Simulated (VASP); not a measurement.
# LiF in VASP: notebook, part 2 of 2

VASP 6.6.1. The steps go on from the part before.

**3. Single point, PBE (uniaxial x strain -5.0%)**

INCAR

```
  PREC = Accurate
  ENCUT = 520
  EDIFF = 1E-7
  ISMEAR = -1
  SIGMA = 0.02
  LREAL = False
  LASPH = True
  NELM = 60
  ALGO = Normal
  ISIF = 2
  LWAVE = False
  LCHARG = False
  GGA = PE
  NBANDS = 18
```

KPOINTS

```
Automatic mesh
0
Gamma
  12 12 6
```

POSCAR

```
LiF
1.0
    2.9269619998      0.0000000000      0.0000000000
   -1.4634809999      2.6682352081      0.0000000000
    0.0000000000      0.0000000000      4.7853430013
Li F
2 2
Direct
    0.3360970915      0.6721941829     -0.0043603839
    0.6639029085      0.3278058171      0.4956396161
    0.3381514856      0.6763029712      0.3793603839
    0.6618485144      0.3236970288      0.8793603839
```

Potentials or basis: VASP PAW PBE potentials, release 64 (Li_sv, F).

The run is started by

```
$ cat potpaw_PBE.64/Li_sv/POTCAR potpaw_PBE.64/F/POTCAR > POTCAR
$ mpirun -np 1 vasp_std > vasp.out
```

OUTCAR:

```text
PREC = Accurate
   ENCUT = 520
   EDIFF = 1E-7
   ISMEAR = -1
   LREAL = False
   LASPH = True
   NELM = 60
   ISIF = 2
   GGA = PE

 ion  position               nearest neighbor table
   1  0.336  0.672  0.996-   4 1.82   4 1.82   4 1.83   3 1.84
   2  0.664  0.328  0.496-   3 1.82   3 1.82   3 1.83   4 1.84
   3  0.338  0.676  0.379-   2 1.82   2 1.82   2 1.83   1 1.84
   4  0.662  0.324  0.879-   1 1.82   1 1.82   1 1.83   2 1.84

  LATTYP: Found a base centered orthorhombic cell.
 ALAT       =     2.9269619998
 B/A-ratio  =     1.8232113764
 C/A-ratio  =     1.6349180487

  Lattice vectors:

 A1 = (   1.4634809999,  -2.6682352081,   0.0000000000)
 A2 = (   1.4634809999,   2.6682352081,   0.0000000000)
 A3 = (   0.0000000000,   0.0000000000,   4.7853430013)

Analysis of symmetry for initial positions (statically):
=====================================================================
 Subroutine PRICEL returns:
 Original cell was already a primitive cell.

 Routine SETGRP: Setting up the symmetry group for a
 base centered orthorhombic supercell.

 Subroutine GETGRP returns: Found  4 space group operations
 (whereof  2 operations were pure point group operations)
 out of a pool of  8 trial point group operations.

The static configuration has the point symmetry C_1h.
 The point group associated with its full space group is C_2v.

Analysis of symmetry for dynamics (positions and initial velocities):
=====================================================================
 Subroutine PRICEL returns:
 Original cell was already a primitive cell.

 Routine SETGRP: Setting up the symmetry group for a
 base centered orthorhombic supercell.

 Subroutine GETGRP returns: Found  4 space group operations
 (whereof  2 operations were pure point group operations)
 out of a pool of  8 trial point group operations.

The dynamic configuration has the point symmetry C_1h.
 The point group associated with its full space group is C_2v.

 Subroutine INISYM returns: Found  4 space group operations
 (whereof  2 operations are pure point group operations),
 and found     1 'primitive' translations

----------------------------------------------------------------------------------------

                                     Primitive cell

  volume of cell :      37.3727

  direct lattice vectors                    reciprocal lattice vectors
     2.926962000  0.000000000  0.000000000     0.341651173  0.187389777  0.000000000
    -1.463481000  2.668235208  0.000000000     0.000000000  0.374779554  0.000000000
     0.000000000  0.000000000  4.785343001     0.000000000  0.000000000  0.208971436

  length of vectors
     2.926962000  3.043231139  4.785343001     0.389667104  0.374779554  0.208971436

  position of ions in fractional coordinates (direct lattice)
     0.336097092  0.672194183  0.995639616
     0.663902908  0.327805817  0.495639616
     0.338151486  0.676302971  0.379360384
     0.661848514  0.323697029  0.879360384

  ion indices of the primitive-cell ions
[... 25 lines left out ...]
     0.000000000  0.000000000  0.000000000

 Subroutine IBZKPT returns following result:
 ===========================================

 Found    172 irreducible k-points:

 Following reciprocal coordinates:
            Coordinates               Weight
  0.000000  0.000000  0.000000      1.000000
  0.083333  0.000000  0.000000      4.000000
  0.166667  0.000000  0.000000      4.000000
  0.250000  0.000000  0.000000      4.000000
  0.333333  0.000000  0.000000      4.000000
  0.416667  0.000000  0.000000      4.000000
[... 16 lines left out ...]
  0.333333  0.166667  0.000000      4.000000
  0.416667  0.166667  0.000000      4.000000
 [... further k-points ...]
   k-points           NKPTS =    172   k-points in BZ     NKDIM =    172   number of bands    NBANDS=     18
   number of dos      NEDOS =    301   number of ions     NIONS =      4
   total plane-waves  NPLWV =  20736
   dimension x,y,z NGX =    24 NGY =   24 NGZ =   36
   dimension x,y,z NGXF=    48 NGYF=   48 NGZF=   72
   ions per type =               2   2
   NGX,Y,Z   is equivalent  to a cutoff of  13.63, 13.11, 12.51 a.u.
   NGXF,Y,Z  is equivalent  to a cutoff of  27.26, 26.22, 25.01 a.u.
 SYSTEM =  unknown system
   PREC   = accura    normal or accurate (medium, high low for compatibility)
   ISTART =      0    job   : 0-new  1-cont  2-samecut
   ICHARG =      2    charge: 1-file 2-atom 10-const
   ISPIN  =      1    spin polarized calculation?
   LNONCOLLINEAR =      F non collinear calculations
   LSORBIT =      F    spin-orbit coupling
   LASPH  =      T    aspherical Exc in radial PAW
   ENCUT  =  520.0 eV  38.22 Ry    6.18 a.u.   5.44  5.66  8.90*2*pi/ulx,y,z
   NELM   =     60;   NELMIN=  2; NELMDL= -5     # of ELM steps
   EDIFF  = 0.1E-06   stopping-criterion for ELM
   LREAL  =      F    real-space projection
   EDIFFG = 0.1E-05   stopping-criterion for IOM
   NSW    =      0    number of steps for IOM
   IBRION =     -1    ionic relax: 0-MD 1-quasi-New 2-CG
   NFREE  =      0    steps in history (QN), initial steepest desc. (CG)
   ISIF   =      2    stress and relaxation
   ISYM   =      2    0-nonsym 1-usesym 2-fastsym
   POTIM  = 0.5000    time-step for ionic-motion
   TEBEG  =    0.0;   TEEND  =   0.0 temperature during run
   PSTRESS=    0.0 pullay stress
   NELECT =      20.0000    total number of electrons
   NUPDOWN=      -1.0000    fix difference up-down
   EMIN   =  10.00;   EMAX   =-10.00  energy-range for DOS
   EFERMI =   0.00;   METHOD = LEGACY
   ISMEAR =    -1;   SIGMA  =   0.02  broadening in eV -4-tet -1-fermi 0-gaus
   EFERMI_NEDOS =   21; number of points for ismear=-14 and -15
   IALGO  =     38    algorithm
   IMIX   =      4    mixing-type and parameters
     AMIX     =   0.40;   BMIX     =  1.00
     AMIX_MAG =   1.60;   BMIX_MAG =  1.00
  volume/ion in A,a.u.               =       9.34        63.05
  Fermi-wavevector in a.u.,A,eV,Ry     =   1.329128  2.511687 24.035790  1.766581
  Thomas-Fermi vector in A             =   2.458313
   LORBIT       =      0    0 simple, 1 ext, 2 COOP (PROOUT), +10 PAW based schemes
   GGA     = PE    functional components
   LHFCALC =     F    Hartree Fock is set to
   AEXX    =    0.0000 exact exchange contribution
   IVDW    =     0    specifies the selected vdW correction
   LEPSILON=     F    determine dielectric tensor
   LRPA    =     F    only Hartree local field effects (RPA)
 non-spin polarized calculation
  energy-cutoff  :      520.00
  volume of cell :       37.37
 maximum number of plane-waves:      1030
 NGX is ok and might be reduce to    24
   NGX = 11   NGY = 11   NGZ = 17

 number of electron      20.0000018 magnetization

 Free energy of the ion-electron system (eV)
  ---------------------------------------------------
  ext. energy  EPLUGINS =         0.00000000
  ---------------------------------------------------
  free energy    TOTEN  =       -19.20688055 eV

  energy without entropy =      -19.20688055  energy(sigma->0) =      -19.20688055

 E-fermi :  -1.6417     XC(G=0):  -9.1061

 val. band max:       -2.2120736801   @ k =   0.0000   0.0000   0.0000
 cond. band min:       5.9691781050   @ k =   0.0000   0.0000   0.0000
 fundamental gap:      8.1812517852
 Fermi energy:        -1.6417250281

 k-point     1 :       0.0000    0.0000    0.0000
  band No.  band energies     occupation
      1     -42.4617      2.00000
      2     -42.4102      2.00000
      3     -21.7157      2.00000
      4     -21.4748      2.00000
      5      -4.5004      2.00000
      6      -2.7547      2.00000
[... 481 lines left out ...]
      5      -4.3732      2.00000
      6      -3.5768      2.00000
[... 10 lines left out ...]
     17      17.3548      0.00000
     18      19.6893      0.00000

 [... further k-points ...]

------------------------ aborting loop because EDIFF is reached ----------------------------------------

  FORCE on cell =-STRESS in cart. coord.  units (eV):
  Direction    XX          YY          ZZ          XY          YZ          ZX
  --------------------------------------------------------------------------------------
  -------------------------------------------------------------------------------------
  Total        1.8967245      1.3781496      1.3298343      0.0000000      0.0000000      0.0000000
  in kB       81.3131102     59.0816570     57.0103698      0.0000000      0.0000000      0.0000000
  external PRESSURE =      65.8017123 kB  Pullay stress =       0.0000000 kB

 VOLUME and BASIS-vectors are now :
 -----------------------------------------------------------------------------
  energy-cutoff  :      520.00
  volume of cell :       37.37
      direct lattice vectors                 reciprocal lattice vectors
     2.926962000  0.000000000  0.000000000     0.341651173  0.187389777  0.000000000
    -1.463481000  2.668235208  0.000000000     0.000000000  0.374779554  0.000000000
     0.000000000  0.000000000  4.785343001     0.000000000  0.000000000  0.208971436

 POSITION                                       TOTAL-FORCE (eV/Angst)
 -----------------------------------------------------------------------------------
      0.00000      1.79357      4.76448         0.000000      0.005907     -0.000678
      1.46348      0.87466      2.37181        -0.000000     -0.005907     -0.000678
      0.00000      1.80454      1.81537         0.000000      0.006401      0.000678
      1.46348      0.86370      4.20804         0.000000     -0.006401      0.000678
 -----------------------------------------------------------------------------------
    total drift:                               -0.000000     -0.000000      0.005366

  FREE ENERGIE OF THE ION-ELECTRON SYSTEM (eV)
  ---------------------------------------------------
  free  energy   TOTEN  =       -19.2068805538 eV

  energy  without entropy=      -19.2068805538  energy(sigma->0) =      -19.20688055
```

Wall time 36 s (1 thread of Intel Xeon 6975P-C (Granite Rapids), shared host); peak memory 0.21 GiB.

What came out:

| Quantity | Value |
| --- | --- |
| Free energy | -19.2069 eV |
| Largest force | 0.006 eV/Å |
| Band gap on the k mesh | 8.18 eV |

Forces on the atoms (eV/Å):
```
Li   0.000  0.006 -0.001
Li   0.000 -0.006 -0.001
F    0.000  0.006  0.001
F    0.000 -0.006  0.001
```

Caveat: the cell differs from its parent crystal (uniaxial x strain -5.0%); the cutoff is under 1.25 times the usual one of these potentials, so pressure, stress and relaxed cells hold a basis-set (Pulay) error; the structure was generated, so it needn't be the stable form of LiF. A k mesh can miss the band edges.
